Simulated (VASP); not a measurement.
# Sb in VASP: a series of runs, part 3 of 3

VASP 6.6.1. Earlier steps stand in the parts before.

## (6) Electric field gradients, PBEsol (volume scaled by 0.95)

The input, INCAR:

```
SYSTEM = Sb
ALGO = Normal
EDIFF = 1E-8
ENCUT = 520
GGA = PS
ISIF = 2
ISMEAR = -1
LASPH = .True.
LCHARG = .False.
LEFG = .True.
LREAL = .False.
LWAVE = .False.
NBANDS = 12
NELM = 60
PREC = Accurate
SIGMA = 0.05
```

The input, KPOINTS:

```
k-points
0
Gamma
  9 9 9
  0 0 0
```

The input, POSCAR:

```
Sb
1.0
    2.1141424358      1.2206007044      3.6805301114
   -2.1141424358      1.2206007044      3.6805301114
    0.0000000000     -2.4412014087      3.6805301114
Sb
2
Direct
    0.2336400000      0.2336400000      0.2336400000
    0.7663600000      0.7663600000      0.7663600000
```

Potentials or basis: VASP PAW PBE potentials, release 64 (Sb).

Launch:

```sh
cat potpaw_PBE.64/Sb/POTCAR > POTCAR
mpirun -np 1 vasp_std > vasp.out
```

OUTCAR:

```text
SYSTEM = Sb
   EDIFF = 1E-8
   ENCUT = 520
   GGA = PS
   ISIF = 2
   ISMEAR = -1
   LASPH = .True.
   LREAL = .False.
   NELM = 60
   PREC = Accurate

 ion  position               nearest neighbor table
   1  0.234  0.234  0.234-   2 2.85   2 2.85   2 2.85   2 3.29   2 3.29   2 3.29
   2  0.766  0.766  0.766-   1 2.85   1 2.85   1 2.85   1 3.29   1 3.29   1 3.29

  LATTYP: Found a trigonal (rhomboedric) cell.
 ALAT       =     4.4165332807
 COS(alpha) =     0.5417151843

  Lattice vectors:

 A1 = (   2.1141424358,   1.2206007044,   3.6805301114)
 A2 = (  -2.1141424358,   1.2206007044,   3.6805301114)
 A3 = (   0.0000000000,  -2.4412014087,   3.6805301114)

Analysis of symmetry for initial positions (statically):
=====================================================================
 Subroutine PRICEL returns:
 Original cell was already a primitive cell.

 Routine SETGRP: Setting up the symmetry group for a
[... 549 lines left out ...]
  energy-cutoff  :      520.00
  volume of cell :       56.99
      direct lattice vectors                 reciprocal lattice vectors
     2.114142436  1.220600704  3.680530111     0.236502514  0.136544790  0.090566664
    -2.114142436  1.220600704  3.680530111    -0.236502514  0.136544790  0.090566664
     0.000000000 -2.441201409  3.680530111     0.000000000 -0.273089580  0.090566664

 POSITION                                       TOTAL-FORCE (eV/Angst)
 -----------------------------------------------------------------------------------
      0.00000      0.00000      2.57976         0.000000      0.000000      0.505163
      0.00000      0.00000      8.46183         0.000000     -0.000000     -0.505163
 -----------------------------------------------------------------------------------
    total drift:                                0.000000     -0.000000      0.000000

  FREE ENERGIE OF THE ION-ELECTRON SYSTEM (eV)
  ---------------------------------------------------
  free  energy   TOTEN  =        -9.0744351046 eV

  energy  without entropy=       -9.0720057933  energy(sigma->0) =       -9.07322045

 Electric field gradients (V/A^2)
---------------------------------------------------------------------
 ion       V_xx      V_yy      V_zz      V_xy      V_xz      V_yz
---------------------------------------------------------------------
   1      21.457    21.457   -42.913     0.000    -0.000    -0.000
   2      21.457    21.457   -42.913     0.000    -0.000    -0.000
---------------------------------------------------------------------

 Electric field gradients after diagonalization (V/A^2)
 (convention: |V_zz| > |V_xx| > |V_yy|)
----------------------------------------------------------------------
 ion       V_xx      V_yy      V_zz     asymmetry (V_yy - V_xx)/ V_zz
----------------------------------------------------------------------
   1      21.457    21.457   -42.913       0.000
   2      21.457    21.457   -42.913       0.000
----------------------------------------------------------------------

           NMR quadrupolar parameters

 Cq : quadrupolar parameter    Cq=e*Q*V_zz/h
 eta: asymmetry parameters     (V_yy - V_xx)/ V_zz
 Q  : nuclear electric quadrupole moment in mb (millibarn)
----------------------------------------------------------------------
 ion       Cq(MHz)       eta       Q (mb)
----------------------------------------------------------------------
   1      -0.104       0.000       1.000
   2      -0.104       0.000       1.000
----------------------------------------------------------------------
```

OSZICAR:

```text
N       E                     dE             d eps       ncg     rms          rms(c)
DAV:   1     0.349231345295E+02    0.34923E+02   -0.35675E+03  2040   0.658E+02
DAV:   2    -0.712320170730E+01   -0.42046E+02   -0.40481E+02  2756   0.109E+02
DAV:   3    -0.907933294376E+01   -0.19561E+01   -0.19437E+01  2524   0.261E+01
DAV:   4    -0.909547761060E+01   -0.16145E-01   -0.16143E-01  2344   0.286E+00
DAV:   5    -0.909566522208E+01   -0.18761E-03   -0.18761E-03  2512   0.338E-01    0.320E+00
DAV:   6    -0.908213554585E+01    0.13530E-01   -0.32833E-03  2380   0.305E-01    0.194E+00
DAV:   7    -0.907440841767E+01    0.77271E-02   -0.76535E-03  2404   0.465E-01    0.494E-02
DAV:   8    -0.907442804800E+01   -0.19630E-04   -0.22750E-04  2412   0.964E-02    0.178E-02
DAV:   9    -0.907443543772E+01   -0.73897E-05   -0.17930E-05  2520   0.244E-02    0.808E-03
DAV:  10    -0.907443498962E+01    0.44810E-06   -0.14446E-06  2392   0.661E-03    0.125E-03
DAV:  11    -0.907443510600E+01   -0.11638E-06   -0.19387E-07  2476   0.260E-03    0.484E-04
DAV:  12    -0.907443510460E+01    0.13939E-08   -0.14150E-08  2000   0.622E-04
   1 F= -.90744351E+01 E0= -.90732204E+01  d E =-.242931E-02
```

stdout:

```text
POSCAR found type information on POSCAR Sb
 POSCAR found :  1 types and       2 ions
 scaLAPACK will be used
 -----------------------------------------------------------------------------
|                                                                             |
|                                                                             |
|     You enforced a specific xc type in the INCAR file but a different       |
|     I HOPE YOU KNOW WHAT YOU ARE DOING!                                     |
|                                                                             |
 -----------------------------------------------------------------------------

 LDA part: xc-table for (Slater+PW92), standard interpolation
 POSCAR, INCAR and KPOINTS ok, starting setup
 FFT: planning ... GRIDC
 FFT: planning ... GRID_SOFT
 FFT: planning ... GRID
 WAVECAR not read
 entering main loop
ion   1

ion   2
```

Wall time 68 s (1 thread of AMD EPYC 7R43 (Zen 3), shared host); peak memory 0.19 GiB.

What came out:

- Free energy: -9.0744 eV
- Pressure: 4.1 GPa
- Largest force: 0.505 eV/Å
- Band gap on the k mesh: zero (band 5 reaches 7.94 eV, above the bottom of band 6 at 7.88 eV)

Forces on the atoms (eV/Å):
```
Sb   0.000  0.000  0.505
Sb   0.000  0.000 -0.505
```

Stress tensor (GPa, compression positive):
```
4.48 0.00 0.00
0.00 4.48 0.00
0.00 0.00 3.29
```

Electric field gradients, principal values (V/Å²):
```
atom   least  middle  greatest (by size)
1 Sb  21.457  21.457             -42.913
2 Sb  21.457  21.457             -42.913
```

Caveat: without QUAD_EFG the Cq values of the log hold for a quadrupole moment of 1 mb, not for the nuclei; the PAW data sets were made with another functional, which shifts forces and pressure a little; spin-orbit coupling is left out, which moves the levels of the heavy elements.

## (7) Overview

```tsv
cell	gap on the mesh (eV)	pressure (GPa)	largest force (eV/Å)
a = 4.534 Å, angles 58.5°, 2 atoms	0.17	-2.8	0.04
a = 4.527, b = 4.479, c = 4.472 Å, angles 57.2, 57.4, 57.1°, 2 atoms	none	0.6	0.21
a = 4.596, b = 4.453, c = 4.431 Å, angles 57.1, 57.7, 56.8°, 2 atoms	none	0.7	0.26
a = 4.401 Å, angles 57.2°, 2 atoms	none	4.9	0.57
a = 4.417 Å, angles 57.2°, 2 atoms	none	4.1	0.51
```

Alike in all rows: task electric field gradients; level PBEsol; potentials or basis VASP PAW PBE potentials, release 64 (Sb); no spin polarisation; k mesh 9 × 9 × 9; cutoff (eV) 520; smearing fermi-dirac 0.05 eV.

Caveats: the PAW data sets were made with another functional, which shifts forces and pressure a little; spin-orbit coupling is left out, which moves the levels of the heavy elements.

Total energies depend on the potentials used, so only differences within one code and one set of settings carry meaning.
